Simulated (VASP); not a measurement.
# C (Pm-3m) in VASP: notebook

C is run at these levels: PBE; tasks: single point.

Everything below comes from runs of VASP 6.6.1. Logs are shortened: lines on timing, memory, paths and dates and some standing lists are left out, and cuts for length are marked.

## (1) The cell of the first run

The structure is cubic, space group Pm-3m (No. 221). The conventional cell has a = 1.788 Å, b = 1.788 Å, c = 1.788 Å, α = 90.00°, β = 90.00°, γ = 90.00°. C (site symmetry m-3m) has 6 C at 1.79 Å within 2.4 Å.

## (2) Single point, PBE

Input file INCAR:

```
PREC = Accurate
ENCUT = 520
EDIFF = 1E-6
ISMEAR = -1
SIGMA = 0.06122561905347299
LREAL = False
LASPH = True
NELM = 60
ALGO = Normal
ISIF = 2
LWAVE = False
LCHARG = False
GGA = PE
NBANDS = 8
```

Input file KPOINTS:

```
regular mesh
0
Gamma
  21 21 21
```

Input file POSCAR:

```
C
1.0
    1.7883312475      0.0000000000      0.0000000000
    0.0000000000      1.7883312475      0.0000000000
    0.0000000000      0.0000000000      1.7883312475
C
1
Direct
    0.0000000000      0.0000000000      0.0000000000
```

Potentials or basis: VASP PAW PBE potentials, release 64 (C).

Run with:

```console
$ cat potpaw_PBE.64/C/POTCAR > POTCAR
$ mpirun -np 1 vasp_std > vasp.out
```

OUTCAR:

```text
PREC = Accurate
   ENCUT = 520
   EDIFF = 1E-6
   ISMEAR = -1
   LREAL = False
   LASPH = True
   NELM = 60
   ISIF = 2
   GGA = PE

 ion  position               nearest neighbor table
   1  0.000  0.000  0.000-

  LATTYP: Found a simple cubic cell.
 ALAT       =     1.7883312475

  Lattice vectors:

 A1 = (   1.7883312475,   0.0000000000,   0.0000000000)
 A2 = (   0.0000000000,   1.7883312475,   0.0000000000)
 A3 = (   0.0000000000,   0.0000000000,   1.7883312475)

Analysis of symmetry for initial positions (statically):
=====================================================================
 Subroutine PRICEL returns:
 Original cell was already a primitive cell.

 Routine SETGRP: Setting up the symmetry group for a
 simple cubic supercell.

 Subroutine GETGRP returns: Found 48 space group operations
[... 9 lines left out ...]

 Routine SETGRP: Setting up the symmetry group for a
 simple cubic supercell.

 Subroutine GETGRP returns: Found 48 space group operations
[... 11 lines left out ...]
                                     Primitive cell

  volume of cell :       5.7193

  direct lattice vectors                    reciprocal lattice vectors
     1.788331247  0.000000000  0.000000000     0.559180522  0.000000000  0.000000000
     0.000000000  1.788331247  0.000000000     0.000000000  0.559180522  0.000000000
     0.000000000  0.000000000  1.788331247     0.000000000  0.000000000  0.559180522

  length of vectors
     1.788331247  1.788331247  1.788331247     0.559180522  0.559180522  0.559180522

  position of ions in fractional coordinates (direct lattice)
     0.000000000  0.000000000  0.000000000

  ion indices of the primitive-cell ions
   primitive index   ion index
                 1           1

----------------------------------------------------------------------------------------

 KPOINTS: regular mesh

Automatic generation of k-mesh.
 Grid dimensions read from file:
 generate k-points for:   21   21   21

 Generating k-lattice:

  Cartesian coordinates                     Fractional coordinates (reciprocal lattice)
     0.026627644  0.000000000  0.000000000     0.047619048  0.000000000  0.000000000
[... 46 lines left out ...]
   ions per type =               1
   NGX,Y,Z   is equivalent  to a cutoff of  13.01, 13.01, 13.01 a.u.
   NGXF,Y,Z  is equivalent  to a cutoff of  26.03, 26.03, 26.03 a.u.
 SYSTEM =  unknown system
   PREC   = accura    normal or accurate (medium, high low for compatibility)
   ISTART =      0    job   : 0-new  1-cont  2-samecut
   ICHARG =      2    charge: 1-file 2-atom 10-const
   ISPIN  =      1    spin polarized calculation?
   LNONCOLLINEAR =      F non collinear calculations
   LSORBIT =      F    spin-orbit coupling
   LASPH  =      T    aspherical Exc in radial PAW
   ENCUT  =  520.0 eV  38.22 Ry    6.18 a.u.   3.33  3.33  3.33*2*pi/ulx,y,z
   NELM   =     60;   NELMIN=  2; NELMDL= -5     # of ELM steps
   EDIFF  = 0.1E-05   stopping-criterion for ELM
   LREAL  =      F    real-space projection
[... 7 lines left out ...]
   TEBEG  =    0.0;   TEEND  =   0.0 temperature during run
   PSTRESS=    0.0 pullay stress
   NELECT =       4.0000    total number of electrons
   NUPDOWN=      -1.0000    fix difference up-down
   EMIN   =  10.00;   EMAX   =-10.00  energy-range for DOS
   EFERMI =   0.00;   METHOD = LEGACY
   ISMEAR =    -1;   SIGMA  =   0.06  broadening in eV -4-tet -1-fermi 0-gaus
   EFERMI_NEDOS =   21; number of points for ismear=-14 and -15
   IALGO  =     38    algorithm
   IMIX   =      4    mixing-type and parameters
     AMIX     =   0.40;   BMIX     =  1.00
     AMIX_MAG =   1.60;   BMIX_MAG =  1.00
  volume/ion in A,a.u.               =       5.72        38.60
  Fermi-wavevector in a.u.,A,eV,Ry     =   1.453160  2.746075 28.731081  2.111675
  Thomas-Fermi vector in A             =   2.570459
   LORBIT       =      0    0 simple, 1 ext, 2 COOP (PROOUT), +10 PAW based schemes
   GGA     = PE    functional components
   LHFCALC =     F    Hartree Fock is set to
   AEXX    =    0.0000 exact exchange contribution
   IVDW    =     0    specifies the selected vdW correction
   LEPSILON=     F    determine dielectric tensor
   LRPA    =     F    only Hartree local field effects (RPA)
 non-spin polarized calculation
  energy-cutoff  :      520.00
  volume of cell :        5.72
 maximum number of plane-waves:       171
 NGX is ok and might be reduce to    14
   NGX =  7   NGY =  7   NGZ =  7

 number of electron       4.0000000 magnetization

 Free energy of the ion-electron system (eV)
  ---------------------------------------------------
  ext. energy  EPLUGINS =         0.00000000
  ---------------------------------------------------
  free energy    TOTEN  =        -6.45811466 eV

  energy without entropy =       -6.45340084  energy(sigma->0) =       -6.45575775

 E-fermi :  10.5378     XC(G=0): -13.7006

 val. band max:       10.4917969175   @ k =   0.2381   0.2381   0.0952
 cond. band min:      10.5678137615   @ k =   0.4762   0.3810   0.0952
 fundamental gap:      0.0760168440
 Fermi energy:        10.5378262138

 k-point     1 :       0.0000    0.0000    0.0000
  band No.  band energies     occupation
      1     -11.2742      2.00000
      2      19.6013      0.00000
      3      19.6013      0.00000
      4      19.6013      0.00000
      5      35.7239      0.00000
      6      35.7239      0.00000
      7      40.9447      0.00000
      8      65.5781      0.00000
[... 243 lines left out ...]
 k-point    24 :       0.1905    0.0952    0.0000
  band No.  band energies     occupation
      1      -9.5284      2.00000
      2      12.8106      0.00000
      3      18.5497      0.00000
      4      20.7002      0.00000
      5      38.9314      0.00000
      6      40.1387      0.00000
      7      44.2746      0.00000
      8      57.1232      0.00000

 [... further k-points ...]

------------------------ aborting loop because EDIFF is reached ----------------------------------------

  FORCE on cell =-STRESS in cart. coord.  units (eV):
  Direction    XX          YY          ZZ          XY          YZ          ZX
  --------------------------------------------------------------------------------------
  -------------------------------------------------------------------------------------
  Total       -0.2290069     -0.2290069     -0.2290069     -0.0000000      0.0000000     -0.0000000
  in kB      -64.1527398    -64.1527398    -64.1527398     -0.0000000      0.0000000     -0.0000000
  external PRESSURE =     -64.1527398 kB  Pullay stress =       0.0000000 kB

 VOLUME and BASIS-vectors are now :
 -----------------------------------------------------------------------------
  energy-cutoff  :      520.00
  volume of cell :        5.72
      direct lattice vectors                 reciprocal lattice vectors
     1.788331247  0.000000000  0.000000000     0.559180522  0.000000000  0.000000000
     0.000000000  1.788331247  0.000000000     0.000000000  0.559180522  0.000000000
     0.000000000  0.000000000  1.788331247     0.000000000  0.000000000  0.559180522

 POSITION                                       TOTAL-FORCE (eV/Angst)
 -----------------------------------------------------------------------------------
      0.00000      0.00000      0.00000         0.000000      0.000000      0.000000
 -----------------------------------------------------------------------------------
    total drift:                               -0.000000     -0.000000     -0.000000

  FREE ENERGIE OF THE ION-ELECTRON SYSTEM (eV)
  ---------------------------------------------------
  free  energy   TOTEN  =        -6.4581146647 eV

  energy  without entropy=       -6.4534008376  energy(sigma->0) =       -6.45575775
```

OSZICAR:

```text
N       E                     dE             d eps       ncg     rms          rms(c)
DAV:   1    -0.484716485518E+01   -0.48472E+01   -0.25778E+03  5200   0.495E+02
DAV:   2    -0.646028517197E+01   -0.16131E+01   -0.15308E+01  6016   0.290E+01
DAV:   3    -0.646443542381E+01   -0.41503E-02   -0.41488E-02  5392   0.156E+00
DAV:   4    -0.646443615800E+01   -0.73419E-06   -0.73432E-06  7048   0.194E-02
DAV:   5    -0.646443615845E+01   -0.44543E-09   -0.97587E-10  5264   0.113E-04    0.186E+00
DAV:   6    -0.645700559034E+01    0.74306E-02   -0.93441E-03  5064   0.631E-01    0.115E+00
DAV:   7    -0.645798809813E+01   -0.98251E-03   -0.13913E-02  4976   0.834E-01    0.131E-01
DAV:   8    -0.645811527163E+01   -0.12717E-03   -0.24484E-04  4944   0.119E-01    0.192E-02
DAV:   9    -0.645811400221E+01    0.12694E-05   -0.17427E-05  5928   0.284E-02    0.825E-03
DAV:  10    -0.645811466475E+01   -0.66254E-06   -0.46710E-07  5088   0.562E-03
   1 F= -.64581147E+01 E0= -.64557578E+01  d E =-.471383E-02
```

It took 15 s on 1 thread of AMD EPYC 7R13, shared host; peak memory 0.08 GiB.

What came out:

```
Free energy            : -6.4581 eV
Pressure               : -6.4 GPa
Band gap on the k mesh : zero (band 2 reaches 19.60 eV, above the bottom of band 3 at 7.89 eV)
```

Levels at points of the mesh, in eV from the Fermi level:
```tsv
k point	band 1	band 2	band 3	band 4	band 5
(0.00, 0.00, 0.00)	-21.81	9.06	9.06	9.06	25.19
```

## (3) Single point, PBE

This run uses another cell than the first one, of 5.83 Å³/atom, 1.020 times its volume.

Input file INCAR:

```
SYSTEM = C
PREC = Accurate
ENCUT = 520
EDIFF = 1E-6
ISMEAR = -1
SIGMA = 0.06122561905347299
LREAL = .False.
LASPH = .True.
NELM = 60
ALGO = Normal
ISIF = 2
LWAVE = .False.
LCHARG = .True.
GGA = PE
LELF = .True.
LVHAR = .True.
NBANDS = 8
```

Input file KPOINTS:

```
Automatic mesh
0
Gamma
  21 21 21
  0 0 0
```

Input file POSCAR:

```
C
1.0
    1.7999441135      0.0000000000      0.0000000000
    0.0000000000      1.7999441135      0.0000000000
    0.0000000000      0.0000000000      1.7999441135
C
1
Direct
    0.0000000000      0.0000000000      0.0000000000
```

Potentials or basis: VASP PAW PBE potentials, release 64 (C).

Run with:

```console
$ cat potpaw_PBE.64/C/POTCAR > POTCAR
$ mpirun -np 1 vasp_std > vasp.out
```

OUTCAR:

```text
SYSTEM = C
   PREC = Accurate
   ENCUT = 520
   EDIFF = 1E-6
   ISMEAR = -1
   LREAL = .False.
   LASPH = .True.
   NELM = 60
   ISIF = 2
   GGA = PE

 ion  position               nearest neighbor table
   1  0.000  0.000  0.000-

  LATTYP: Found a simple cubic cell.
 ALAT       =     1.7999441135

  Lattice vectors:

 A1 = (   1.7999441135,   0.0000000000,   0.0000000000)
 A2 = (   0.0000000000,   1.7999441135,   0.0000000000)
 A3 = (   0.0000000000,   0.0000000000,   1.7999441135)

Analysis of symmetry for initial positions (statically):
=====================================================================
 Subroutine PRICEL returns:
 Original cell was already a primitive cell.

 Routine SETGRP: Setting up the symmetry group for a
 simple cubic supercell.

 Subroutine GETGRP returns: Found 48 space group operations
[... 9 lines left out ...]

 Routine SETGRP: Setting up the symmetry group for a
 simple cubic supercell.

 Subroutine GETGRP returns: Found 48 space group operations
[... 11 lines left out ...]
                                     Primitive cell
[... 136 lines left out ...]

 E-fermi :  10.2089     XC(G=0): -13.6036

 val. band max:       10.2013775176   @ k =   0.4762   0.3810   0.0952
 cond. band min:      10.2243218750   @ k =   0.2381   0.2381   0.0952
 fundamental gap:      0.0229443573
 Fermi energy:        10.2088850622

 k-point     1 :       0.0000    0.0000    0.0000
  band No.  band energies     occupation
      1     -11.2862      2.00000
      2      19.1511      0.00000
      3      19.1511      0.00000
      4      19.1511      0.00000
      5      35.2353      0.00000
      6      35.2353      0.00000
      7      40.1713      0.00000
      8      64.6187      0.00000
[... 243 lines left out ...]
 k-point    24 :       0.1905    0.0952    0.0000
  band No.  band energies     occupation
      1      -9.5621      2.00000
      2      12.4909      0.00000
      3      18.1170      0.00000
      4      20.2266      0.00000
      5      38.3672      0.00000
      6      39.4465      0.00000
      7      43.5886      0.00000
      8      56.3052      0.00000

 [... further k-points ...]

------------------------ aborting loop because EDIFF is reached ----------------------------------------

  FORCE on cell =-STRESS in cart. coord.  units (eV):
  Direction    XX          YY          ZZ          XY          YZ          ZX
  --------------------------------------------------------------------------------------
  -------------------------------------------------------------------------------------
  Total       -0.4224645     -0.4224645     -0.4224645      0.0000000      0.0000000     -0.0000000
  in kB     -116.0709905   -116.0709905   -116.0709905      0.0000000      0.0000000     -0.0000000
  external PRESSURE =    -116.0709905 kB  Pullay stress =       0.0000000 kB

 VOLUME and BASIS-vectors are now :
 -----------------------------------------------------------------------------
  energy-cutoff  :      520.00
  volume of cell :        5.83
      direct lattice vectors                 reciprocal lattice vectors
     1.799944114  0.000000000  0.000000000     0.555572805  0.000000000  0.000000000
     0.000000000  1.799944114  0.000000000     0.000000000  0.555572805  0.000000000
     0.000000000  0.000000000  1.799944114     0.000000000  0.000000000  0.555572805

 POSITION                                       TOTAL-FORCE (eV/Angst)
 -----------------------------------------------------------------------------------
      0.00000      0.00000      0.00000         0.000000      0.000000      0.000000
 -----------------------------------------------------------------------------------
    total drift:                               -0.000000     -0.000000     -0.000000

  FREE ENERGIE OF THE ION-ELECTRON SYSTEM (eV)
  ---------------------------------------------------
  free  energy   TOTEN  =        -6.4518799119 eV

  energy  without entropy=       -6.4473129376  energy(sigma->0) =       -6.44959642
```

Wall time 18 s (1 thread of AMD EPYC 7R13, shared host); peak memory 0.08 GiB.

What came out:

```yaml
Free_energy: -6.4519 eV
Pressure: -11.6 GPa
Band_gap_on_the_k_mesh: zero (band 2 reaches 19.15 eV, above the bottom of band 3 at 7.51 eV)
```
